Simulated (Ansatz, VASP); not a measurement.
## Two plane-wave programs on CdTe

```
Cd Te
1.0
     0.00000    3.20629    3.20629
     3.20629    0.00000    3.20629
     3.20629    3.20629    0.00000
Cd Te
1 1
Direct
  0.00000 0.00000 0.00000
  0.25000 0.25000 0.25000
```

Alike in both runs: task single point; functional PBE; k mesh 10 × 10 × 10; occupations gaussian, width 0.02 eV; no spin polarisation.

|  | VASP | Ansatz |
| --- | --- | --- |
| version | VASP 6.6.1 | Ansatz 0.2.0 |
| potentials or method | VASP PAW PBE potentials, release 64 (Cd, Te), cutoff 520 eV | scalar-relativistic, plane waves, PAW |
| valence electrons in the cell | 18 | 36 |

```tsv
	VASP	Ansatz	Ansatz less VASP
gap on the k mesh at the Fermi level (eV)	0.87	0.87	0.000
least direct gap on the mesh (eV)	0.87	0.87	0.000
pressure (GPa)	4.3	4.2	-0.15
```

The functional is the same, so the differences come from potentials, cutoffs and numerics. VASP's potentials hold 18 valence electrons a cell and Ansatz's 36, so a difference there can come from the potentials and not from the codes.

Neither program's run includes spin-orbit coupling.
